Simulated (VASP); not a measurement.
# FeSi (Pm-3m) in VASP: a series of runs, part 2 of 3

VASP 6.6.1.

### 3 Single point, r2SCAN (volume scaled by 0.960)

File POSCAR:

```
FeSi
1.0
    2.6901732958      0.0000000000      0.0000000000
    0.0000000000      2.6901732958      0.0000000000
    0.0000000000      0.0000000000      2.6901732958
Fe Si
1 1
Direct
    0.0000000000      0.0000000000      0.0000000000
    0.5000000000      0.5000000000      0.5000000000
```

File INCAR.step1:

```
PREC = Accurate
ENCUT = 520
ISMEAR = 0
SIGMA = 0.05
LREAL = F
LASPH = T
NELM = 100
NBANDS = 13
GGA = PE
ALGO = Normal
EDIFF = 1E-4
LWAVE = T
LCHARG = F
```

File INCAR.step2:

```
PREC = Accurate
ENCUT = 520
EDIFF = 1E-6
ISMEAR = 0
SIGMA = 0.05
LREAL = F
LASPH = T
NELM = 100
ALGO = Normal
ISIF = 2
LWAVE = F
LCHARG = F
METAGGA = R2SCAN
LMIXTAU = T
NBANDS = 13
ISTART = 1
```

File KPOINTS:

```
regular mesh
0
Gamma
  16 16 16
```

Potentials or basis: VASP PAW PBE potentials, release 64 (Fe, Si).

Command:

```bash
$ cat potpaw_PBE.64/Fe/POTCAR potpaw_PBE.64/Si/POTCAR > POTCAR
$ cp INCAR.step1 INCAR
$ mpirun -np 1 vasp_std > vasp.out
$ cp INCAR.step2 INCAR
$ mpirun -np 1 vasp_std > vasp.out
```

OUTCAR:

```text
PREC = Accurate
   ENCUT = 520
   EDIFF = 1E-6
   ISMEAR = 0
   LREAL = F
   LASPH = T
   NELM = 100
   ISIF = 2
   METAGGA = R2SCAN
   ISTART = 1

 ion  position               nearest neighbor table
   1  0.000  0.000  0.000-   2 2.33   2 2.33   2 2.33   2 2.33   2 2.33   2 2.33   2 2.33   2 2.33

   2  0.500  0.500  0.500-   1 2.33   1 2.33   1 2.33   1 2.33   1 2.33   1 2.33   1 2.33   1 2.33

  LATTYP: Found a simple cubic cell.
 ALAT       =     2.6901732958

  Lattice vectors:

 A1 = (   2.6901732958,   0.0000000000,   0.0000000000)
 A2 = (   0.0000000000,   2.6901732958,   0.0000000000)
 A3 = (   0.0000000000,   0.0000000000,   2.6901732958)

Analysis of symmetry for initial positions (statically):
=====================================================================
 Subroutine PRICEL returns:
 Original cell was already a primitive cell.

 Routine SETGRP: Setting up the symmetry group for a
 simple cubic supercell.

 Subroutine GETGRP returns: Found 48 space group operations
 (whereof 48 operations were pure point group operations)
 out of a pool of 48 trial point group operations.

The static configuration has the point symmetry O_h .

Analysis of symmetry for dynamics (positions and initial velocities):
=====================================================================
 Subroutine PRICEL returns:
 Original cell was already a primitive cell.

 Routine SETGRP: Setting up the symmetry group for a
 simple cubic supercell.

 Subroutine GETGRP returns: Found 48 space group operations
 (whereof 48 operations were pure point group operations)
 out of a pool of 48 trial point group operations.

The dynamic configuration has the point symmetry O_h .

 Subroutine INISYM returns: Found 48 space group operations
 (whereof 48 operations are pure point group operations),
 and found     1 'primitive' translations

----------------------------------------------------------------------------------------

                                     Primitive cell

  volume of cell :      19.4689

  direct lattice vectors                    reciprocal lattice vectors
     2.690173296  0.000000000  0.000000000     0.371723265  0.000000000  0.000000000
     0.000000000  2.690173296  0.000000000     0.000000000  0.371723265  0.000000000
     0.000000000  0.000000000  2.690173296     0.000000000  0.000000000  0.371723265

  length of vectors
     2.690173296  2.690173296  2.690173296     0.371723265  0.371723265  0.371723265

  position of ions in fractional coordinates (direct lattice)
     0.000000000  0.000000000  0.000000000
     0.500000000  0.500000000  0.500000000

  ion indices of the primitive-cell ions
   primitive index   ion index
                 1           1
                 2           2

----------------------------------------------------------------------------------------

 KPOINTS: regular mesh

Automatic generation of k-mesh.
 Grid dimensions read from file:
 generate k-points for:   16   16   16

 Generating k-lattice:

  Cartesian coordinates                     Fractional coordinates (reciprocal lattice)
     0.023232704  0.000000000  0.000000000     0.062500000  0.000000000  0.000000000
     0.000000000  0.023232704  0.000000000     0.000000000  0.062500000  0.000000000
     0.000000000  0.000000000  0.023232704     0.000000000  0.000000000  0.062500000

  Length of vectors
     0.023232704  0.023232704  0.023232704

  Shift w.r.t. Gamma in fractional coordinates (k-lattice)
     0.000000000  0.000000000  0.000000000

 Subroutine IBZKPT returns following result:
 ===========================================

 Found    165 irreducible k-points:

 Following reciprocal coordinates:
            Coordinates               Weight
  0.000000  0.000000  0.000000      1.000000
  0.062500  0.000000  0.000000      6.000000
  0.125000  0.000000  0.000000      6.000000
  0.187500  0.000000  0.000000      6.000000
  0.250000  0.000000  0.000000      6.000000
  0.312500  0.000000  0.000000      6.000000
[... 16 lines left out ...]
  0.437500  0.125000  0.000000     24.000000
  0.500000  0.125000  0.000000     12.000000
 [... further k-points ...]
   k-points           NKPTS =    165   k-points in BZ     NKDIM =    165   number of bands    NBANDS=     13
   number of dos      NEDOS =    301   number of ions     NIONS =      2
   total plane-waves  NPLWV =   8000
   dimension x,y,z NGX =    20 NGY =   20 NGZ =   20
   dimension x,y,z NGXF=    40 NGYF=   40 NGZF=   40
   ions per type =               1   1
   NGX,Y,Z   is equivalent  to a cutoff of  12.36, 12.36, 12.36 a.u.
   NGXF,Y,Z  is equivalent  to a cutoff of  24.72, 24.72, 24.72 a.u.
 SYSTEM =  unknown system
   PREC   = accura    normal or accurate (medium, high low for compatibility)
   ISTART =      1    job   : 0-new  1-cont  2-samecut
   ICHARG =      0    charge: 1-file 2-atom 10-const
   ISPIN  =      1    spin polarized calculation?
   LNONCOLLINEAR =      F non collinear calculations
   LSORBIT =      F    spin-orbit coupling
   LASPH  =      T    aspherical Exc in radial PAW
   ENCUT  =  520.0 eV  38.22 Ry    6.18 a.u.   5.00  5.00  5.00*2*pi/ulx,y,z
   NELM   =    100;   NELMIN=  2; NELMDL=  0     # of ELM steps
   EDIFF  = 0.1E-05   stopping-criterion for ELM
   LREAL  =      F    real-space projection
   EDIFFG = 0.1E-04   stopping-criterion for IOM
   NSW    =      0    number of steps for IOM
   IBRION =     -1    ionic relax: 0-MD 1-quasi-New 2-CG
   NFREE  =      0    steps in history (QN), initial steepest desc. (CG)
   ISIF   =      2    stress and relaxation
   ISYM   =      2    0-nonsym 1-usesym 2-fastsym
   POTIM  = 0.5000    time-step for ionic-motion
   TEBEG  =    0.0;   TEEND  =   0.0 temperature during run
   PSTRESS=    0.0 pullay stress
   NELECT =      12.0000    total number of electrons
   NUPDOWN=      -1.0000    fix difference up-down
   EMIN   =  10.00;   EMAX   =-10.00  energy-range for DOS
   EFERMI =   0.00;   METHOD = LEGACY
   ISMEAR =     0;   SIGMA  =   0.05  broadening in eV -4-tet -1-fermi 0-gaus
   EFERMI_NEDOS =   21; number of points for ismear=-14 and -15
   IALGO  =     38    algorithm
   IMIX   =      4    mixing-type and parameters
     AMIX     =   0.40;   BMIX     =  1.00
     AMIX_MAG =   1.60;   BMIX_MAG =  1.00
  volume/ion in A,a.u.               =       9.73        65.69
  Fermi-wavevector in a.u.,A,eV,Ry     =   1.393226  2.632816 26.409989  1.941079
  Thomas-Fermi vector in A             =   2.516893
   LORBIT       =      0    0 simple, 1 ext, 2 COOP (PROOUT), +10 PAW based schemes
   METAGGA = R2SCAN    functional components
   LHFCALC =     F    Hartree Fock is set to
   AEXX    =    0.0000 exact exchange contribution
   IVDW    =     0    specifies the selected vdW correction
   LEPSILON=     F    determine dielectric tensor
   LRPA    =     F    only Hartree local field effects (RPA)
 non-spin polarized calculation
 Gauss-broadening in eV      SIGMA  =   0.05
  energy-cutoff  :      520.00
  volume of cell :       19.47
 maximum number of plane-waves:       552
   NGX = 11   NGY = 11   NGZ = 11

 number of electron      12.0000006 magnetization

 Free energy of the ion-electron system (eV)
  ---------------------------------------------------
  ext. energy  EPLUGINS =         0.00000000
  ---------------------------------------------------
  free energy    TOTEN  =       -23.65340467 eV

  energy without entropy =      -23.65260414  energy(sigma->0) =      -23.65300441

 E-fermi :  12.3433     XC(G=0): -14.5444

 val. band max:       12.3383615091   @ k =   0.5000   0.5000   0.3750
 cond. band min:      12.3447788059   @ k =   0.5000   0.5000   0.1250
 fundamental gap:      0.0064172968
 Fermi energy:        12.3433405122

 k-point     1 :       0.0000    0.0000    0.0000
  band No.  band energies     occupation
      1      -3.6626      2.00000
      2       7.7384      2.00000
      3       7.7384      2.00000
      4      10.9967      2.00000
      5      10.9967      2.00000
      6      10.9967      2.00000
      7      15.8902      0.00000
      8      15.8902      0.00000
      9      15.8902      0.00000
     10      20.7501      0.00000
     11      20.7501      0.00000
     12      28.1087      0.00000
     13      34.1834      0.00000
[... 353 lines left out ...]
 k-point    24 :       0.5000    0.1250    0.0000
  band No.  band energies     occupation
      1       1.0425      2.00000
      2       2.5680      2.00000
      3       8.8824      2.00000
      4       8.9737      2.00000
      5       9.3349      2.00000
      6      10.9790      2.00000
      7      12.6872      0.00000
      8      18.0194      0.00000
      9      20.8231      0.00000
     10      22.0999      0.00000
     11      22.4534      0.00000
     12      23.4520      0.00000
     13      28.2021      0.00000

 [... further k-points ...]
[... 5 lines left out ...]
  --------------------------------------------------------------------------------------
  -------------------------------------------------------------------------------------
  Total        1.5337148      1.5337148      1.5337148     -0.0000000      0.0000000     -0.0000000
  in kB      126.2160015    126.2160015    126.2160015     -0.0000000      0.0000000     -0.0000000
  external PRESSURE =     126.2160015 kB  Pullay stress =       0.0000000 kB

 VOLUME and BASIS-vectors are now :
 -----------------------------------------------------------------------------
  energy-cutoff  :      520.00
  volume of cell :       19.47
      direct lattice vectors                 reciprocal lattice vectors
     2.690173296  0.000000000  0.000000000     0.371723265  0.000000000  0.000000000
     0.000000000  2.690173296  0.000000000     0.000000000  0.371723265  0.000000000
     0.000000000  0.000000000  2.690173296     0.000000000  0.000000000  0.371723265

 POSITION                                       TOTAL-FORCE (eV/Angst)
 -----------------------------------------------------------------------------------
      0.00000      0.00000      0.00000         0.000000      0.000000      0.000000
      1.34509      1.34509      1.34509         0.000000      0.000000      0.000000
 -----------------------------------------------------------------------------------
    total drift:                                0.000000      0.000000      0.000000

  FREE ENERGIE OF THE ION-ELECTRON SYSTEM (eV)
  ---------------------------------------------------
  free  energy   TOTEN  =       -23.6534046685 eV

  energy  without entropy=      -23.6526041416  energy(sigma->0) =      -23.65300441
```

OUTCAR.step1:

```text
PREC = Accurate
   ENCUT = 520
   ISMEAR = 0
   LREAL = F
   LASPH = T
[... 605 lines left out ...]
 -----------------------------------------------------------------------------------
      0.00000      0.00000      0.00000         0.000000      0.000000      0.000000
      1.34509      1.34509      1.34509         0.000000      0.000000      0.000000
 -----------------------------------------------------------------------------------
    total drift:                                0.000000      0.000000      0.000000

  FREE ENERGIE OF THE ION-ELECTRON SYSTEM (eV)
  ---------------------------------------------------
  free  energy   TOTEN  =       -14.5534524113 eV

  energy  without entropy=      -14.5524709247  energy(sigma->0) =      -14.55296167
```

It took 45 s on 1 thread of Intel Xeon 6975P-C (Granite Rapids), shared host; peak memory 0.16 GiB.

What came out:

| Quantity | Value |
| --- | --- |
| Free energy | -23.6534 eV |
| Pressure | 12.6 GPa |
| Band gap on the k mesh | zero (band 6 reaches 12.44 eV, above the bottom of band 7 at 12.32 eV) |

Levels at points of the mesh, in eV from the Fermi level:
```
           k point  band 2  band 3  band 4  band 5  band 6  band 7  band 8  band 9  band 10  band 11
(0.00, 0.00, 0.00)   -4.60   -4.60   -1.35   -1.35   -1.35    3.55    3.55    3.55     8.41     8.41
(0.50, 0.00, 0.00)  -10.12   -3.45   -3.09   -3.09   -1.13    0.37    6.55    9.79     9.79    10.47
(0.50, 0.50, 0.00)   -6.10   -6.10   -4.60   -2.50   -2.50   -0.01    2.68    3.02     9.49    15.04
(0.50, 0.50, 0.50)   -7.22   -7.22   -0.84    0.05    0.05    1.32    1.32    1.32     4.66     4.66
```

Caveat: the cell differs from its parent crystal (volume scaled by 0.960); the PAW data sets were made with another functional, which shifts forces and pressure a little. Spin polarisation is off, so any magnetic state and its effect on volume and gap are missing.

### 4 Single point, r2SCAN (volume scaled by 0.720)

File POSCAR:

```
FeSi
1.0
    2.4441846470      0.0000000000      0.0000000000
    0.0000000000      2.4441846470      0.0000000000
    0.0000000000      0.0000000000      2.4441846470
Fe Si
1 1
Direct
    0.0000000000      0.0000000000      0.0000000000
    0.5000000000      0.5000000000      0.5000000000
```

File INCAR.step1:

```
SYSTEM = FeSi
ALGO = Normal
EDIFF = 1E-4
ENCUT = 520
GGA = PE
ISMEAR = 0
LASPH = .True.
LCHARG = .False.
LREAL = .False.
LWAVE = .True.
NBANDS = 13
NELM = 60
PREC = Accurate
SIGMA = 0.05
```

File INCAR.step2:

```
SYSTEM = FeSi
ALGO = Normal
EDIFF = 1E-6
ENCUT = 520
ISIF = 2
ISMEAR = 0
ISTART = 1
LASPH = .True.
LCHARG = .True.
LELF = .True.
LMIXTAU = .True.
LREAL = .False.
LVHAR = .True.
LWAVE = .False.
METAGGA = R2SCAN
NBANDS = 13
NELM = 60
PREC = Accurate
SIGMA = 0.05
```

File KPOINTS:

```
k-points
0
Gamma
  18 18 18
  0 0 0
```

Command:

```bash
$ cat potpaw_PBE.64/Fe/POTCAR potpaw_PBE.64/Si/POTCAR > POTCAR
$ cp INCAR.step1 INCAR
$ mpirun -np 1 vasp_std > vasp.out
$ cp INCAR.step2 INCAR
$ mpirun -np 1 vasp_std > vasp.out
```

Run time: 45 s. Hardware: 1 thread of Intel Xeon 6975P-C (Granite Rapids), shared host; peak memory 0.15 GiB.

The run converged. Its results:

```yaml
Free_energy: -21.1802 eV
Pressure: 190.4 GPa
Band_gap_on_the_k_mesh: zero (band 6 reaches 18.44 eV, above the bottom of band 7 at 17.24 eV)
```

Levels at points of the mesh, in eV from the Fermi level:
| k point | band 2 | band 3 | band 4 | band 5 | band 6 | band 7 | band 8 | band 9 | band 10 | band 11 |
| --- | --- | --- | --- | --- | --- | --- | --- | --- | --- | --- |
| (0.00, 0.00, 0.00) | -7.10 | -7.10 | -1.94 | -1.94 | -1.94 | 4.91 | 4.91 | 4.91 | 9.50 | 9.50 |
| (0.50, 0.00, 0.00) | -12.54 | -5.37 | -4.38 | -4.38 | -1.59 | 0.64 | 5.85 | 11.86 | 11.86 | 13.39 |
| (0.50, 0.50, 0.00) | -7.27 | -7.27 | -6.60 | -3.78 | -3.78 | -0.04 | 4.23 | 4.82 | 12.68 | 17.96 |
| (0.50, 0.50, 0.50) | -9.78 | -9.78 | 0.06 | 0.06 | 1.16 | 1.16 | 1.16 | 1.65 | 6.59 | 6.59 |

Caveat: the cell differs from its parent crystal (volume scaled by 0.720); the PAW data sets were made with another functional, which shifts forces and pressure a little.

### 5 Single point, r2SCAN

This run uses another cell than the first one, of 10.14 Å³/atom, 1.087 times its volume.

File POSCAR:

```
FeSi
1.0
    2.7270295647      0.0000000000      0.0000000000
    0.0000000000      2.7270295647      0.0000000000
    0.0000000000      0.0000000000      2.7270295647
Fe Si
1 1
Direct
    0.0000000000      0.0000000000      0.0000000000
    0.5000000000      0.5000000000      0.5000000000
```

File INCAR.step1:

```
PREC = Accurate ; ENCUT = 520
ISMEAR = 0 ; SIGMA = 0.05
LREAL = F ; LASPH = T
NELM = 60 ; NBANDS = 13
GGA = PE ; ALGO = Normal
EDIFF = 1E-4 ; LWAVE = T
LCHARG = F
```

File INCAR.step2:

```
PREC = Accurate ; ENCUT = 520
EDIFF = 1E-7 ; ISMEAR = 0
SIGMA = 0.05 ; LREAL = F
LASPH = T ; NELM = 60
ALGO = Normal ; ISIF = 2
LWAVE = F ; LCHARG = T
METAGGA = R2SCAN ; LMIXTAU = T
LELF = T ; LVHAR = T
NBANDS = 13 ; ISTART = 1
```

File KPOINTS:

```
regular mesh
0
Gamma
  16 16 16
```

Command:

```bash
$ cat potpaw_PBE.64/Fe/POTCAR potpaw_PBE.64/Si/POTCAR > POTCAR
$ cp INCAR.step1 INCAR
$ mpirun -np 1 vasp_std > vasp.out
$ cp INCAR.step2 INCAR
$ mpirun -np 1 vasp_std > vasp.out
```

Wall time 48 s (1 thread of Intel Xeon 6975P-C (Granite Rapids), shared host); peak memory 0.16 GiB.

It converged, with:

```yaml
Free_energy: -23.6857 eV
Pressure: 0.6 GPa
Band_gap_on_the_k_mesh: zero (band 6 reaches 11.78 eV, above the bottom of band 7 at 11.72 eV)
```

Levels at points of the mesh, in eV from the Fermi level:
| k point | band 2 | band 3 | band 4 | band 5 | band 6 | band 7 | band 8 | band 9 | band 10 | band 11 |
| --- | --- | --- | --- | --- | --- | --- | --- | --- | --- | --- |
| (0.00, 0.00, 0.00) | -4.29 | -4.29 | -1.26 | -1.26 | -1.26 | 3.43 | 3.43 | 3.43 | 8.30 | 8.30 |
| (0.50, 0.00, 0.00) | -9.77 | -3.21 | -2.91 | -2.91 | -1.06 | 0.37 | 6.65 | 9.39 | 9.39 | 10.33 |
| (0.50, 0.50, 0.00) | -5.89 | -5.89 | -4.33 | -2.34 | -2.34 | 0.02 | 2.46 | 2.91 | 9.14 | 14.71 |
| (0.50, 0.50, 0.50) | -6.87 | -6.87 | -1.10 | 0.08 | 0.08 | 1.39 | 1.39 | 1.39 | 4.46 | 4.46 |

Caveat: the PAW data sets were made with another functional, which shifts forces and pressure a little. Spin polarisation is off, so any magnetic state and its effect on volume and gap are missing.

[end of part 2 of 3]
